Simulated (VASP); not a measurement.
# HPt6 in VASP: further runs

The runs below take HPt6 through single point, with PBE.

Everything below comes from runs of VASP 6.6.1. Logs are shortened: lines on timing, memory, paths and dates and some standing lists are left out, and cuts for length are marked.

## Step 1: The cell of the first run

The cell holds a slab with vacuum, 14 atoms: a = 5.614 Å, b = 5.614 Å, c = 21.851 Å, α = 90.00°, β = 90.00°, γ = 90.00°.

## Step 2: Single point, PBE

INCAR

```
SYSTEM = HPt6
ALGO     = Normal         ! electronic algorithm
DIPOL    = 0.5 0.5 0.287
EDIFF    = 1E-7           ! SCF threshold, eV
ENCUT    = 520            ! plane-wave cutoff, eV
GGA      = PE             ! functional
IDIPOL   = 3            
ISIF     = 2              ! what is computed and relaxed
ISMEAR   = 0              ! smearing method
LASPH    = .True.         ! aspherical terms in the spheres
LCHARG   = .False.        ! write CHGCAR
LDIPOL   = .True.       
LREAL    = .False.        ! projectors in reciprocal space
LWAVE    = .False.        ! write WAVECAR
NBANDS   = 74             ! bands
NELM     = 80             ! most SCF steps
PREC     = Accurate       ! precision mode
SIGMA    = 0.1            ! smearing width, eV
```

KPOINTS

```
k-points
0
Gamma
  5 5 1
  0 0 0
```

POSCAR

```
HPt6
1.0
    5.6143281343      0.0000000000      0.0000000000
    0.0000000000      5.6143281343      0.0000000000
    0.0000000000      0.0000000000     21.8513792319
Pt H
12 2
Direct
    0.2500000000      0.2500000000      0.1830548066
    0.2500000000      0.7500000000      0.1830548066
    0.7500000000      0.2500000000      0.1830548066
    0.7500000000      0.7500000000      0.1830548066
    0.0000000000      0.0000000000      0.2712126041
    0.0000000000      0.5000000000      0.2712126041
    0.5000000000      0.0000000000      0.2712126041
    0.5000000000      0.5000000000      0.2712126041
    0.2500000000      0.2500000000      0.3593081768
    0.2500000000      0.7500000000      0.3593081768
    0.7500000000      0.2500000000      0.3593081768
    0.7500000000      0.7500000000      0.3593081768
   -0.0578876033      0.0000000000      0.3799018425
    0.0578876033      0.0000000000      0.3799018425
```

Potentials or basis: VASP PAW PBE potentials, release 64 (Pt, H).

Started as:

```sh
$ cat potpaw_PBE.64/Pt/POTCAR potpaw_PBE.64/H/POTCAR > POTCAR
$ mpirun -np 1 vasp_std > vasp.out
```

OUTCAR:

```text
SYSTEM = HPt6
   EDIFF = 1E-7
   ENCUT = 520
   GGA = PE
   ISIF = 2
   ISMEAR = 0
   LASPH = .True.
   LREAL = .False.
   NELM = 80
   PREC = Accurate

 ion  position               nearest neighbor table
   1  0.250  0.250  0.183-   5 2.77   6 2.77   7 2.77   8 2.77   2 2.81   3 2.81   2 2.81   3 2.81

   2  0.250  0.750  0.183-   5 2.77   6 2.77   7 2.77   8 2.77   1 2.81   4 2.81   1 2.81   4 2.81

   3  0.750  0.250  0.183-   5 2.77   6 2.77   7 2.77   8 2.77   1 2.81   4 2.81   4 2.81   1 2.81

   4  0.750  0.750  0.183-   5 2.77   6 2.77   7 2.77   8 2.77   2 2.81   3 2.81   3 2.81   2 2.81

   5  0.000  0.000  0.271-   9 2.77  10 2.77  11 2.77  12 2.77   1 2.77   2 2.77   3 2.77   4 2.77
                             6 2.81   7 2.81   6 2.81   7 2.81
   6  0.000  0.500  0.271-   9 2.77  10 2.77  11 2.77  12 2.77   1 2.77   2 2.77   3 2.77   4 2.77
                             5 2.81   8 2.81   5 2.81   8 2.81
   7  0.500  0.000  0.271-   9 2.77  10 2.77  11 2.77  12 2.77   1 2.77   2 2.77   3 2.77   4 2.77
                             5 2.81   8 2.81   8 2.81   5 2.81
   8  0.500  0.500  0.271-   9 2.77  10 2.77  11 2.77  12 2.77   1 2.77   2 2.77   3 2.77   4 2.77
                             6 2.81   7 2.81   7 2.81   6 2.81
   9  0.250  0.250  0.359-  14 1.83   6 2.77   7 2.77   8 2.77   5 2.77  11 2.81  10 2.81  10 2.81
                            11 2.81
  10  0.250  0.750  0.359-  14 1.83   6 2.77   7 2.77   8 2.77   5 2.77  12 2.81   9 2.81   9 2.81
                            12 2.81
  11  0.750  0.250  0.359-  13 1.83   6 2.77   7 2.77   8 2.77   5 2.77  12 2.81   9 2.81  12 2.81
                             9 2.81
  12  0.750  0.750  0.359-  13 1.83   6 2.77   7 2.77   8 2.77   5 2.77  11 2.81  10 2.81  11 2.81
                            10 2.81
  13  0.942  0.000  0.380-  14 0.65  12 1.83  11 1.83
  14  0.058  0.000  0.380-  13 0.65  10 1.83   9 1.83

  LATTYP: Found a simple tetragonal cell.
 ALAT       =     5.6143281343
 C/A-ratio  =     3.8920737636

  Lattice vectors:

 A1 = (   5.6143281343,   0.0000000000,   0.0000000000)
 A2 = (   0.0000000000,   5.6143281343,   0.0000000000)
 A3 = (   0.0000000000,   0.0000000000,  21.8513792319)

Analysis of symmetry for initial positions (statically):
=====================================================================
 Subroutine PRICEL returns:
 Original cell was already a primitive cell.

 Routine SETGRP: Setting up the symmetry group for a
 simple tetragonal supercell.

 Subroutine GETGRP returns: Found  4 space group operations
 (whereof  4 operations were pure point group operations)
 out of a pool of 16 trial point group operations.

The static configuration has the point symmetry C_2v.

Analysis of symmetry for dynamics (positions and initial velocities):
=====================================================================
 Subroutine PRICEL returns:
 Original cell was already a primitive cell.

 Routine SETGRP: Setting up the symmetry group for a
 simple tetragonal supercell.

 Subroutine GETGRP returns: Found  4 space group operations
 (whereof  4 operations were pure point group operations)
 out of a pool of 16 trial point group operations.

The dynamic configuration has the point symmetry C_2v.

 Subroutine INISYM returns: Found  4 space group operations
 (whereof  4 operations are pure point group operations),
 and found     1 'primitive' translations

----------------------------------------------------------------------------------------

                                     Primitive cell

  volume of cell :     688.7703

  direct lattice vectors                    reciprocal lattice vectors
     5.614328134  0.000000000  0.000000000     0.178115703  0.000000000  0.000000000
     0.000000000  5.614328134  0.000000000     0.000000000  0.178115703  0.000000000
     0.000000000  0.000000000 21.851379232     0.000000000  0.000000000  0.045763702

  length of vectors
     5.614328134  5.614328134 21.851379232     0.178115703  0.178115703  0.045763702

  position of ions in fractional coordinates (direct lattice)
     0.250000000  0.250000000  0.183054807
     0.250000000  0.750000000  0.183054807
     0.750000000  0.250000000  0.183054807
     0.750000000  0.750000000  0.183054807
     0.000000000  0.000000000  0.271212604
     0.000000000  0.500000000  0.271212604
     0.500000000  0.000000000  0.271212604
     0.500000000  0.500000000  0.271212604
     0.250000000  0.250000000  0.359308177
     0.250000000  0.750000000  0.359308177
     0.750000000  0.250000000  0.359308177
     0.750000000  0.750000000  0.359308177
     0.942112397  0.000000000  0.379901842
     0.057887603  0.000000000  0.379901842

  ion indices of the primitive-cell ions
   primitive index   ion index
                 1           1
                 2           2
                 3           3
                 4           4
                 5           5
                 6           6
                 7           7
                 8           8
                 9           9
                10          10
                11          11
                12          12
                13          13
                14          14

----------------------------------------------------------------------------------------

 KPOINTS: k-points

Automatic generation of k-mesh.
 Grid dimensions read from file:
 generate k-points for:    5    5    1

 Generating k-lattice:

  Cartesian coordinates                     Fractional coordinates (reciprocal lattice)
     0.035623141  0.000000000  0.000000000     0.200000000  0.000000000  0.000000000
     0.000000000  0.035623141  0.000000000     0.000000000  0.200000000  0.000000000
     0.000000000  0.000000000  0.045763702     0.000000000  0.000000000  1.000000000

  Length of vectors
     0.035623141  0.035623141  0.045763702

  Shift w.r.t. Gamma in fractional coordinates (k-lattice)
     0.000000000  0.000000000  0.000000000

 Subroutine IBZKPT returns following result:
 ===========================================

 Found      9 irreducible k-points:

 Following reciprocal coordinates:
            Coordinates               Weight
  0.000000  0.000000  0.000000      1.000000
  0.200000  0.000000  0.000000      2.000000
  0.000000  0.200000  0.000000      2.000000
  0.400000  0.000000  0.000000      2.000000
  0.000000  0.400000  0.000000      2.000000
  0.200000  0.200000  0.000000      4.000000
  0.400000  0.200000  0.000000      4.000000
 -0.200000  0.400000  0.000000      4.000000
  0.400000  0.400000  0.000000      4.000000
   k-points           NKPTS =      9   k-points in BZ     NKDIM =      9   number of bands    NBANDS=     74
   number of dos      NEDOS =    301   number of ions     NIONS =     14
   total plane-waves  NPLWV = 296352
   dimension x,y,z NGX =    42 NGY =   42 NGZ =  168
   dimension x,y,z NGXF=    84 NGYF=   84 NGZF=  336
   ions per type =              12   2
   NGX,Y,Z   is equivalent  to a cutoff of  12.44, 12.44, 12.78 a.u.
   NGXF,Y,Z  is equivalent  to a cutoff of  24.87, 24.87, 25.56 a.u.
 SYSTEM =  HPt6
   PREC   = accura    normal or accurate (medium, high low for compatibility)
   ISTART =      0    job   : 0-new  1-cont  2-samecut
   ICHARG =      2    charge: 1-file 2-atom 10-const
   ISPIN  =      1    spin polarized calculation?
   LNONCOLLINEAR =      F non collinear calculations
   LSORBIT =      F    spin-orbit coupling
   LASPH  =      T    aspherical Exc in radial PAW
   ENCUT  =  520.0 eV  38.22 Ry    6.18 a.u.  10.44 10.44 40.63*2*pi/ulx,y,z
   NELM   =     80;   NELMIN=  2; NELMDL= -5     # of ELM steps
   EDIFF  = 0.1E-06   stopping-criterion for ELM
   LREAL  =      F    real-space projection
   EDIFFG = 0.1E-05   stopping-criterion for IOM
   NSW    =      0    number of steps for IOM
   IBRION =     -1    ionic relax: 0-MD 1-quasi-New 2-CG
   NFREE  =      0    steps in history (QN), initial steepest desc. (CG)
   ISIF   =      2    stress and relaxation
   ISYM   =      2    0-nonsym 1-usesym 2-fastsym
   POTIM  = 0.5000    time-step for ionic-motion
   TEBEG  =    0.0;   TEEND  =   0.0 temperature during run
   PSTRESS=    0.0 pullay stress
   NELECT =     122.0000    total number of electrons
   NUPDOWN=      -1.0000    fix difference up-down
   EMIN   =  10.00;   EMAX   =-10.00  energy-range for DOS
   EFERMI =   0.00;   METHOD = LEGACY
   ISMEAR =     0;   SIGMA  =   0.10  broadening in eV -4-tet -1-fermi 0-gaus
   EFERMI_NEDOS =   21; number of points for ismear=-14 and -15
   IALGO  =     38    algorithm
   IMIX   =      4    mixing-type and parameters
     AMIX     =   0.40;   BMIX     =  1.00
     AMIX_MAG =   1.60;   BMIX_MAG =  1.00
  volume/ion in A,a.u.               =      49.20       332.00
  Fermi-wavevector in a.u.,A,eV,Ry     =   0.919397  1.737409 11.500891  0.845292
  Thomas-Fermi vector in A             =   2.044587
   LORBIT       =      0    0 simple, 1 ext, 2 COOP (PROOUT), +10 PAW based schemes
   GGA     = PE    functional components
   LHFCALC =     F    Hartree Fock is set to
   AEXX    =    0.0000 exact exchange contribution
   IVDW    =     0    specifies the selected vdW correction
   LEPSILON=     F    determine dielectric tensor
   LRPA    =     F    only Hartree local field effects (RPA)
 non-spin polarized calculation
 Gauss-broadening in eV      SIGMA  =   0.10
  energy-cutoff  :      520.00
  volume of cell :      688.77
 maximum number of plane-waves:     18583
 NGX is ok and might be reduce to    42
   NGX = 21   NGY = 21   NGZ = 81

 dipolmoment           0.000000      0.000000      0.285988 electrons x Angstroem

 number of electron     122.0000010 magnetization

 dipolmoment           0.000000      0.000000     -0.035849 electrons x Angstroem

 Free energy of the ion-electron system (eV)
  ---------------------------------------------------
  ext. energy  EPLUGINS =         0.00000000
  ---------------------------------------------------
  free energy    TOTEN  =       -70.64874467 eV

  energy without entropy =      -70.49338422  energy(sigma->0) =      -70.57106444

 E-fermi :  -1.0954     XC(G=0):  -4.4866

 val. band max:       -1.0957047568   @ k =   0.0000   0.2000   0.0000
 cond. band min:      -1.0875840485   @ k =   0.4000   0.4000   0.0000
 fundamental gap:      0.0081207083
 Fermi energy:        -1.0953805776

 k-point     1 :       0.0000    0.0000    0.0000
  band No.  band energies     occupation
      1     -13.5522      2.00000
      2      -9.7131      2.00000
      3      -7.6480      2.00000
      4      -7.5776      2.00000
      5      -7.5704      2.00000
      6      -7.4351      2.00000
[... 65 lines left out ...]
     72       2.1653      0.00000
     73       2.6516      0.00000
[... 606 lines left out ...]
     72       2.7998      0.00000
     73       3.4330      0.00000
 [bands above 73 left out]

------------------------ aborting loop because EDIFF is reached ----------------------------------------

 vacuum level on the upper side and lower side of the slab       (xc-potential included)        -0.159         0.039

  FORCE on cell =-STRESS in cart. coord.  units (eV):
  Direction    XX          YY          ZZ          XY          YZ          ZX
  --------------------------------------------------------------------------------------
  -------------------------------------------------------------------------------------
  Total        0.0416642     -5.9925189      5.5478690      0.0000000      0.0000000      0.0000000
  in kB        0.0969169    -13.9394475     12.9051288      0.0000000      0.0000000      0.0000000
  external PRESSURE =      -0.3124673 kB  Pullay stress =       0.0000000 kB

 VOLUME and BASIS-vectors are now :
 -----------------------------------------------------------------------------
  energy-cutoff  :      520.00
  volume of cell :      688.77
      direct lattice vectors                 reciprocal lattice vectors
     5.614328134  0.000000000  0.000000000     0.178115703  0.000000000  0.000000000
     0.000000000  5.614328134  0.000000000     0.000000000  0.178115703  0.000000000
     0.000000000  0.000000000 21.851379232     0.000000000  0.000000000  0.045763702

 POSITION                                       TOTAL-FORCE (eV/Angst)
 -----------------------------------------------------------------------------------
      1.40358      1.40358      4.00000         0.007715      0.023634     -0.027624
      1.40358      4.21075      4.00000         0.007715     -0.023634     -0.027624
      4.21075      1.40358      4.00000        -0.007715      0.023634     -0.027624
      4.21075      4.21075      4.00000        -0.007715     -0.023634     -0.027624
      0.00000      0.00000      5.92637         0.000000      0.000000     -1.525216
      0.00000      2.80716      5.92637         0.000000      0.000000     -0.451528
      2.80716      0.00000      5.92637         0.000000      0.000000     -0.476598
      2.80716      2.80716      5.92637         0.000000      0.000000      0.198873
      1.40358      1.40358      7.85138         0.764810      0.893337      0.052975
      1.40358      4.21075      7.85138         0.764810     -0.893337      0.052975
      4.21075      1.40358      7.85138        -0.764810      0.893337      0.052975
      4.21075      4.21075      7.85138        -0.764810     -0.893337      0.052975
      5.28933      0.00000      8.30138       -10.070403      0.000000      1.076532
      0.32500      0.00000      8.30138        10.070403      0.000000      1.076532
 -----------------------------------------------------------------------------------
    total drift:                                0.000000      0.000000     -0.000174

  FREE ENERGIE OF THE ION-ELECTRON SYSTEM (eV)
  ---------------------------------------------------
  free  energy   TOTEN  =       -70.6487446652 eV

  energy  without entropy=      -70.4933842234  energy(sigma->0) =      -70.57106444

 vacuum level on the upper side and lower side of the slab         4.304         4.506
```

It took 19 min on 1 thread of Intel Xeon Platinum 8375C at 2.90GHz (Ice Lake), shared host; peak memory 0.8 GiB.

Results:

* Free energy: -70.6487 eV
* Largest force: 10.128 eV/Å
* Band gap on the k mesh: zero (bands 61 and 62 overlap by 0.16 eV)

Forces in eV/Å, atoms in the order of the input:
```
Pt    0.008   0.024  -0.028
Pt    0.008  -0.024  -0.028
Pt   -0.008   0.024  -0.028
Pt   -0.008  -0.024  -0.028
Pt    0.000   0.000  -1.525
Pt    0.000   0.000  -0.452
Pt    0.000   0.000  -0.477
Pt    0.000   0.000   0.199
Pt    0.765   0.893   0.053
Pt    0.765  -0.893   0.053
Pt   -0.765   0.893   0.053
Pt   -0.765  -0.893   0.053
H   -10.070   0.000   1.077
H    10.070   0.000   1.077
```

Caveat: spin-orbit coupling is left out, which moves the levels of the heavy elements.

## Step 3: Single point, PBE

INCAR

```
ALGO     = Normal         # electronic algorithm
DIPOL    = 0.5 0.5 0.291
EDIFF    = 1E-6           # SCF threshold, eV
ENCUT    = 520            # plane-wave cutoff, eV
GGA      = PE             # functional
IDIPOL   = 3            
ISIF     = 2              # what is computed and relaxed
ISMEAR   = 0              # smearing method
LASPH    = T              # aspherical terms in the spheres
LCHARG   = F              # write CHGCAR
LDIPOL   = T            
LREAL    = F              # projectors in reciprocal space
LWAVE    = F              # write WAVECAR
NBANDS   = 74             # bands
NELM     = 80             # most SCF steps
PREC     = Accurate       # precision mode
SIGMA    = 0.1            # smearing width, eV
```

KPOINTS

```
k-points
0
Gamma
  5 5 1
```

POSCAR, as its differences from that of step 2:

```diff
@@ -20,3 +20,3 @@
     0.7500000000      0.7500000000      0.3593081768
-   -0.0578876033      0.0000000000      0.3799018425
-    0.0578876033      0.0000000000      0.3799018425
+   -0.0578876033      0.0000000000      0.4091906116
+    0.0578876033      0.0000000000      0.4091906116
```

Potentials or basis: VASP PAW PBE potentials, release 64 (Pt, H).

Started as:

```sh
$ cat potpaw_PBE.64/Pt/POTCAR potpaw_PBE.64/H/POTCAR > POTCAR
$ mpirun -np 1 vasp_std > vasp.out
```

It took 22 min on 1 thread of Intel Xeon Platinum 8375C at 2.90GHz (Ice Lake), shared host; peak memory 0.8 GiB.

It converged, with:

```yaml
Free_energy: -71.5335 eV
Largest_force: 8.339 eV/Å
Band_gap_on_the_k_mesh: zero (bands 61 and 62 overlap by 0.17 eV)
```

Forces in eV/Å, atoms in the order of the input:
```
Pt   0.034  0.046 -0.027
Pt   0.034 -0.046 -0.027
Pt  -0.034  0.046 -0.027
Pt  -0.034 -0.046 -0.027
Pt   0.000  0.000 -0.430
Pt   0.000  0.000 -0.287
Pt   0.000  0.000 -0.292
Pt   0.000  0.000  0.196
Pt   0.333  0.350  0.047
Pt   0.333 -0.350  0.047
Pt  -0.333  0.350  0.047
Pt  -0.333 -0.350  0.047
H   -8.331  0.000  0.366
H    8.331  0.000  0.366
```

Levels at points of the mesh, in eV from the Fermi level:
| k point | band 58 | band 59 | band 60 | band 61 | band 62 | band 63 | band 64 | band 65 |
| --- | --- | --- | --- | --- | --- | --- | --- | --- |
| (0.00, 0.00, 0.00) | 0.04 | 0.06 | 0.09 | 0.09 | 0.35 | 0.71 | 0.74 | 0.85 |

Caveat: spin-orbit coupling is left out, which moves the levels of the heavy elements.
